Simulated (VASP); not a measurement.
# CdS (C2) in VASP: single point with PBEsol

Aim: the single point of CdS with PBEsol.

Everything below comes from runs of VASP 6.6.1. Logs are shortened: lines on timing, memory, paths and dates and some standing lists are left out, and cuts for length are marked.

## Step 1: The cell of the first run

Symmetry: C2, No. 5, monoclinic system. Conventional cell: a = 6.959 Å, b = 3.983 Å, c = 4.044 Å, α = 90.00°, β = 124.17°, γ = 90.00°. Within 3.6 Å of Cd (site symmetry 2) lie 6 S at 2.70 to 2.99 Å. S (site symmetry 2) has 6 Cd at 2.70 to 2.99 Å within 3.6 Å.

## Step 2: Single point, PBEsol (strained)

INCAR reads:

```
ALGO = Normal ; EDIFF = 1E-6
ENCUT = 500 ; GGA = PS
GGA_COMPAT = F ; ISIF = 2
ISMEAR = 0 ; LASPH = T
LCHARG = F ; LREAL = F
LWAVE = F ; NBANDS = 16
NELM = 120 ; PREC = Accurate
SIGMA = 0.05
```

KPOINTS reads:

```
k-points
0
Gamma
  12 12 12
```

POSCAR reads:

```
CdS
1.0
   -0.0479064456      2.8594641535      2.8594641535
    2.8554168848     -0.0025605169      2.8141182248
    2.8554168848      2.8141182248     -0.0025605169
Cd S
1 1
Direct
    0.0000000000      0.0256826776     -0.0256826776
    0.5000000000      0.4743173224      0.5256826776
```

Potentials or basis: VASP PAW PBE potentials, release 64 (Cd, S).

The run is started by

```
$ cat potpaw_PBE.64/Cd/POTCAR potpaw_PBE.64/S/POTCAR > POTCAR
$ mpirun -np 1 vasp_std > vasp.out
```

OUTCAR:

```text
EDIFF = 1E-6
   ENCUT = 500
   GGA = PS
   ISIF = 2
   ISMEAR = 0
   LASPH = T
   LREAL = F
   NELM = 120
   PREC = Accurate

 ion  position               nearest neighbor table
   1  0.000  0.026  0.974-   2 2.70   2 2.70   2 2.89   2 2.89   2 2.99   2 2.99
   2  0.500  0.474  0.526-   1 2.70   1 2.70   1 2.89   1 2.89   1 2.99   1 2.99

  LATTYP: Found a base centered monoclinic cell.
 ALAT       =     6.9586877954
 B/A-ratio  =     0.5724333947
 C/A-ratio  =     0.5811694475
 COS(beta)  =    -0.5616309957

  Lattice vectors:

 A1 = (  -2.8554168848,   0.0025605169,  -2.8141182248)
 A2 = (  -2.8554168848,  -2.8141182248,   0.0025605169)
 A3 = (  -0.0479064456,   2.8594641535,   2.8594641535)

Analysis of symmetry for initial positions (statically):
=====================================================================
 Subroutine PRICEL returns:
 Original cell was already a primitive cell.

 Routine SETGRP: Setting up the symmetry group for a
 base centered monoclinic supercell.

 Subroutine GETGRP returns: Found  2 space group operations
 (whereof  2 operations were pure point group operations)
 out of a pool of  4 trial point group operations.

The static configuration has the point symmetry C_2 .

Analysis of symmetry for dynamics (positions and initial velocities):
=====================================================================
 Subroutine PRICEL returns:
 Original cell was already a primitive cell.

 Routine SETGRP: Setting up the symmetry group for a
 base centered monoclinic supercell.

 Subroutine GETGRP returns: Found  2 space group operations
 (whereof  2 operations were pure point group operations)
 out of a pool of  4 trial point group operations.

The dynamic configuration has the point symmetry C_2 .

 Subroutine INISYM returns: Found  2 space group operations
 (whereof  2 operations are pure point group operations),
 and found     1 'primitive' translations

----------------------------------------------------------------------------------------

                                     Primitive cell

  volume of cell :      46.3755

  direct lattice vectors                    reciprocal lattice vectors
    -0.047906446  2.859464153  2.859464153    -0.170763635  0.173427479  0.173427479
     2.855416885 -0.002560517  2.814118225     0.173673296 -0.176059202  0.178968862
     2.855416885  2.814118225 -0.002560517     0.173673296  0.178968862 -0.176059202

  length of vectors
     4.044176742  4.009073899  4.009073899     0.298855149  0.305268914  0.305268914

  position of ions in fractional coordinates (direct lattice)
     1.000000000  0.025682678  0.974317322
     0.500000000  0.474317322  0.525682678

  ion indices of the primitive-cell ions
   primitive index   ion index
                 1           1
                 2           2

----------------------------------------------------------------------------------------

 KPOINTS: k-points

Automatic generation of k-mesh.
 Grid dimensions read from file:
 generate k-points for:   12   12   12

 Generating k-lattice:

  Cartesian coordinates                     Fractional coordinates (reciprocal lattice)
    -0.014230303  0.014452290  0.014452290     0.083333333  0.000000000  0.000000000
     0.014472775 -0.014671600  0.014914072    -0.000000000  0.083333333 -0.000000000
     0.014472775  0.014914072 -0.014671600    -0.000000000 -0.000000000  0.083333333

  Length of vectors
     0.024904596  0.025439076  0.025439076

  Shift w.r.t. Gamma in fractional coordinates (k-lattice)
     0.000000000  0.000000000  0.000000000

 Subroutine IBZKPT returns following result:
 ===========================================

 Found    476 irreducible k-points:

 Following reciprocal coordinates:
            Coordinates               Weight
  0.000000  0.000000  0.000000      1.000000
  0.083333  0.000000  0.000000      2.000000
  0.166667 -0.000000 -0.000000      2.000000
  0.250000 -0.000000 -0.000000      2.000000
  0.333333 -0.000000 -0.000000      2.000000
  0.416667  0.000000 -0.000000      2.000000
[... 16 lines left out ...]
  0.250000  0.166667 -0.000000      4.000000
  0.333333  0.166667 -0.000000      4.000000
 [... further k-points ...]
   k-points           NKPTS =    476   k-points in BZ     NKDIM =    476   number of bands    NBANDS=     16
   number of dos      NEDOS =    301   number of ions     NIONS =      2
   total plane-waves  NPLWV =  27000
   dimension x,y,z NGX =    30 NGY =   30 NGZ =   30
   dimension x,y,z NGXF=    60 NGYF=   60 NGZF=   60
   ions per type =               1   1
   NGX,Y,Z   is equivalent  to a cutoff of  12.33, 12.44, 12.44 a.u.
   NGXF,Y,Z  is equivalent  to a cutoff of  24.66, 24.88, 24.88 a.u.
 SYSTEM =  unknown system
   PREC   = accura    normal or accurate (medium, high low for compatibility)
   ISTART =      0    job   : 0-new  1-cont  2-samecut
   ICHARG =      2    charge: 1-file 2-atom 10-const
   ISPIN  =      1    spin polarized calculation?
   LNONCOLLINEAR =      F non collinear calculations
   LSORBIT =      F    spin-orbit coupling
   LASPH  =      T    aspherical Exc in radial PAW
   ENCUT  =  500.0 eV  36.75 Ry    6.06 a.u.   7.37  7.31  7.31*2*pi/ulx,y,z
   NELM   =    120;   NELMIN=  2; NELMDL= -5     # of ELM steps
   EDIFF  = 0.1E-05   stopping-criterion for ELM
   LREAL  =      F    real-space projection
   EDIFFG = 0.1E-04   stopping-criterion for IOM
   NSW    =      0    number of steps for IOM
   IBRION =     -1    ionic relax: 0-MD 1-quasi-New 2-CG
   NFREE  =      0    steps in history (QN), initial steepest desc. (CG)
   ISIF   =      2    stress and relaxation
   ISYM   =      2    0-nonsym 1-usesym 2-fastsym
   POTIM  = 0.5000    time-step for ionic-motion
   TEBEG  =    0.0;   TEEND  =   0.0 temperature during run
   PSTRESS=    0.0 pullay stress
   NELECT =      18.0000    total number of electrons
   NUPDOWN=      -1.0000    fix difference up-down
   EMIN   =  10.00;   EMAX   =-10.00  energy-range for DOS
   EFERMI =   0.00;   METHOD = LEGACY
   ISMEAR =     0;   SIGMA  =   0.05  broadening in eV -4-tet -1-fermi 0-gaus
   EFERMI_NEDOS =   21; number of points for ismear=-14 and -15
   IALGO  =     38    algorithm
   IMIX   =      4    mixing-type and parameters
     AMIX     =   0.40;   BMIX     =  1.00
     AMIX_MAG =   1.60;   BMIX_MAG =  1.00
  volume/ion in A,a.u.               =      23.19       156.48
  Fermi-wavevector in a.u.,A,eV,Ry     =   1.194179  2.256671 19.402765  1.426063
  Thomas-Fermi vector in A             =   2.330175
   LORBIT       =      0    0 simple, 1 ext, 2 COOP (PROOUT), +10 PAW based schemes
   GGA     = PS    functional components
   LHFCALC =     F    Hartree Fock is set to
   AEXX    =    0.0000 exact exchange contribution
   IVDW    =     0    specifies the selected vdW correction
   LEPSILON=     F    determine dielectric tensor
   LRPA    =     F    only Hartree local field effects (RPA)
 non-spin polarized calculation
 Gauss-broadening in eV      SIGMA  =   0.05
  energy-cutoff  :      500.00
  volume of cell :       46.38
 maximum number of plane-waves:      1201
 NGX is ok and might be reduce to    30
   NGX = 15   NGY = 15   NGZ = 15

 number of electron      18.0000003 magnetization

 Free energy of the ion-electron system (eV)
  ---------------------------------------------------
  ext. energy  EPLUGINS =         0.00000000
  ---------------------------------------------------
  free energy    TOTEN  =        -6.41860568 eV

  energy without entropy =       -6.41859650  energy(sigma->0) =       -6.41860109

 E-fermi :   1.7796     XC(G=0):  -9.9924

 val. band max:        1.6891349482   @ k =   0.4167   0.1667   0.1667
 cond. band min:       1.8525458298   @ k =   0.5000   0.5000  -0.0000
 fundamental gap:      0.1634108816
 Fermi energy:         1.7796478315

 k-point     1 :       0.0000    0.0000    0.0000
  band No.  band energies     occupation
      1     -10.3905      2.00000
      2      -5.7642      2.00000
      3      -5.7492      2.00000
      4      -5.7304      2.00000
      5      -5.7249      2.00000
      6      -5.7170      2.00000
[... 8 lines left out ...]
     15      12.2041      0.00000
     16      12.5261      0.00000

 k-point     2 :       0.0833    0.0000    0.0000
  band No.  band energies     occupation
      1     -10.3451      2.00000
      2      -5.7822      2.00000
      3      -5.7463      2.00000
      4      -5.7393      2.00000
      5      -5.7143      2.00000
      6      -5.7123      2.00000
[... 8 lines left out ...]
     15      11.9127      0.00000
     16      12.2722      0.00000

 k-point     3 :       0.1667   -0.0000   -0.0000
  band No.  band energies     occupation
      1     -10.2162      2.00000
      2      -5.8178      2.00000
      3      -5.7800      2.00000
      4      -5.7381      2.00000
      5      -5.6925      2.00000
      6      -5.6894      2.00000
[... 8 lines left out ...]
     15      11.7869      0.00000
     16      12.2121      0.00000

 k-point     4 :       0.2500   -0.0000   -0.0000
  band No.  band energies     occupation
      1     -10.0267      2.00000
      2      -5.8590      2.00000
      3      -5.8249      2.00000
      4      -5.7524      2.00000
      5      -5.6583      2.00000
      6      -5.6565      2.00000
[... 8 lines left out ...]
     15      12.2967      0.00000
     16      12.4158      0.00000

 k-point     5 :       0.3333   -0.0000   -0.0000
  band No.  band energies     occupation
      1      -9.8180      2.00000
      2      -5.8924      2.00000
      3      -5.8682      2.00000
      4      -5.7818      2.00000
      5      -5.6248      2.00000
      6      -5.6211      2.00000
[... 8 lines left out ...]
     15      13.0644      0.00000
     16      13.0688      0.00000

 k-point     6 :       0.4167    0.0000   -0.0000
  band No.  band energies     occupation
      1      -9.6498      2.00000
      2      -5.9097      2.00000
      3      -5.8936      2.00000
      4      -5.8226      2.00000
      5      -5.6004      2.00000
      6      -5.5944      2.00000
[... 8 lines left out ...]
     15      13.8897      0.00000
     16      13.9239      0.00000

 k-point     7 :       0.5000   -0.0000   -0.0000
  band No.  band energies     occupation
      1      -9.5843      2.00000
      2      -5.9175      2.00000
      3      -5.8909      2.00000
      4      -5.8500      2.00000
      5      -5.5915      2.00000
      6      -5.5846      2.00000
[... 8 lines left out ...]
     15      14.3757      0.00000
     16      14.4100      0.00000

 k-point     8 :       0.0000    0.0833    0.0000
  band No.  band energies     occupation
      1     -10.3427      2.00000
      2      -5.7773      2.00000
      3      -5.7515      2.00000
      4      -5.7376      2.00000
      5      -5.7199      2.00000
      6      -5.7107      2.00000
[... 8 lines left out ...]
     15      11.7294      0.00000
     16      12.3009      0.00000

 k-point     9 :       0.0833    0.0833    0.0000
  band No.  band energies     occupation
      1     -10.3270      2.00000
      2      -5.7924      2.00000
      3      -5.7374      2.00000
      4      -5.7313      2.00000
      5      -5.7271      2.00000
      6      -5.7104      2.00000
[... 8 lines left out ...]
     15      12.7241      0.00000
     16      12.8587      0.00000
[... 172 lines left out ...]
 k-point    19 :      -0.0833    0.0833    0.0000
  band No.  band energies     occupation
      1     -10.2722      2.00000
      2      -5.7964      2.00000
      3      -5.7656      2.00000
      4      -5.7431      2.00000
      5      -5.7114      2.00000
      6      -5.6893      2.00000
[... 8 lines left out ...]
     15      12.1500      0.00000
     16      12.8336      0.00000

 k-point    20 :      -0.0000    0.1667    0.0000
  band No.  band energies     occupation
      1     -10.2070      2.00000
      2      -5.8165      2.00000
      3      -5.7830      2.00000
      4      -5.7449      2.00000
      5      -5.6963      2.00000
      6      -5.6878      2.00000
[... 8 lines left out ...]
     15      11.7205      0.00000
     16      12.0900      0.00000

 k-point    21 :       0.0833    0.1667   -0.0000
  band No.  band energies     occupation
      1     -10.2208      2.00000
      2      -5.8281      2.00000
      3      -5.7549      2.00000
      4      -5.7361      2.00000
      5      -5.7074      2.00000
      6      -5.6911      2.00000
[... 8 lines left out ...]
     15      12.6282      0.00000
     16      12.7744      0.00000

 k-point    22 :       0.1667    0.1667   -0.0000
  band No.  band energies     occupation
      1     -10.1596      2.00000
      2      -5.8432      2.00000
      3      -5.7526      2.00000
      4      -5.7203      2.00000
      5      -5.6978      2.00000
      6      -5.6844      2.00000
[... 8 lines left out ...]
     15      13.5804      0.00000
     16      14.0152      0.00000

 k-point    23 :       0.2500    0.1667   -0.0000
  band No.  band energies     occupation
      1     -10.0354      2.00000
      2      -5.8472      2.00000
      3      -5.7671      2.00000
      4      -5.7315      2.00000
      5      -5.6735      2.00000
      6      -5.6502      2.00000
[... 8 lines left out ...]
     15      13.6565      0.00000
     16      14.2987      0.00000

 k-point    24 :       0.3333    0.1667   -0.0000
  band No.  band energies     occupation
      1      -9.8750      2.00000
      2      -5.8338      2.00000
      3      -5.7902      2.00000
      4      -5.7533      2.00000
      5      -5.6412      2.00000
      6      -5.6122      2.00000
[... 8 lines left out ...]
     15      14.0488      0.00000
     16      14.2905      0.00000

 [... further k-points ...]

------------------------ aborting loop because EDIFF is reached ----------------------------------------

  FORCE on cell =-STRESS in cart. coord.  units (eV):
  Direction    XX          YY          ZZ          XY          YZ          ZX
  --------------------------------------------------------------------------------------
  -------------------------------------------------------------------------------------
  Total       -2.6796877     -2.2850562     -2.2850562      0.1493519     -0.1379506      0.1493519
  in kB      -92.5775819    -78.9438937    -78.9438937      5.1597961     -4.7659039      5.1597958
  external PRESSURE =     -83.4884564 kB  Pullay stress =       0.0000000 kB

 VOLUME and BASIS-vectors are now :
 -----------------------------------------------------------------------------
  energy-cutoff  :      500.00
  volume of cell :       46.38
      direct lattice vectors                 reciprocal lattice vectors
    -0.047906446  2.859464153  2.859464153    -0.170763635  0.173427479  0.173427479
     2.855416885 -0.002560517  2.814118225     0.173673296 -0.176059202  0.178968862
     2.855416885  2.814118225 -0.002560517     0.173673296  0.178968862 -0.176059202

 POSITION                                       TOTAL-FORCE (eV/Angst)
 -----------------------------------------------------------------------------------
      2.85542      2.74178      0.06978         0.000000      0.010823     -0.010823
      2.83146      2.90785      2.76317         0.000000     -0.010823      0.010823
 -----------------------------------------------------------------------------------
    total drift:                               -0.000000      0.000511     -0.000511

  FREE ENERGIE OF THE ION-ELECTRON SYSTEM (eV)
  ---------------------------------------------------
  free  energy   TOTEN  =        -6.4186056845 eV

  energy  without entropy=       -6.4185964998  energy(sigma->0) =       -6.41860109
```

It took 7.1 min on 1 thread of AMD EPYC 7R43 (Zen 3), shared host; peak memory 0.4 GiB.

Results:

- Free energy: -6.4186 eV
- Pressure: -8.3 GPa
- Largest force: 0.015 eV/Å
- Band gap on the k mesh: 0.16 eV (least direct gap 0.71 eV)

Forces in eV/Å, atoms in the order of the input:
```
Cd   0.000  0.011 -0.011
S    0.000 -0.011  0.011
```

Caveat: the cell differs from its parent crystal (strained); the cell stands under tension; semilocal functionals underestimate gaps, and a narrow one can read as zero; the PAW data sets were made with another functional, which shifts forces and pressure a little. A k mesh can miss the band edges.
